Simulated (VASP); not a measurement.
Crystal: Au.

```
Au
1.0
     2.87909    0.00000    0.00000
    -1.43955    2.49337    0.00000
     0.00000    0.00000    4.63849
Au
2
Direct
  0.33333 0.66667 0.75000
  0.66667 0.33333 0.25000
```

This isn't the form of Au at room conditions, which is fcc.

```yaml
Program: VASP 6.6.1
Task: relaxation of cell and atoms
Functional: LDA
Potentials_or_basis: VASP PAW LDA potentials, release 64 (Au)
Cutoff: 600 eV
k_mesh: 18 × 18 × 10
Occupations: gaussian, width 0.1 eV
Spin: no spin polarisation
```

At the start: pressure 0.0 GPa; volume 16.65 Å³/atom.

Task: Where does the relaxation end?

Result: Over 6 steps the energy falls by 4.7 meV/atom and the volume is 16.64 Å³/atom (-0.1 %); space group P6_3/mmc (No. 194, to 0.1 Å) before and after.

Step by step:
```tsv
step	energy change (eV)	largest force (eV/Å)	pressure (GPa)	volume (Å³)
1	0.0000	0.0000	0.04	33.30
2	-0.0073	0.0000	-0.25	33.32
3	-0.0093	0.0000	-0.28	33.32
4	-0.0093	0.0000	-0.29	33.33
5	-0.0091	0.0000	0.72	33.15
6	-0.0094	0.0000	-0.01	33.27
```

Final structure:
```
CELL_PARAMETERS angstrom
2.84399 0.00000 0.00000
-1.42200 2.46297 0.00000
0.00000 0.00000 4.75003
ATOMIC_POSITIONS crystal
Au 0.33333 0.66667 0.75000
Au 0.66667 0.33333 0.25000
```
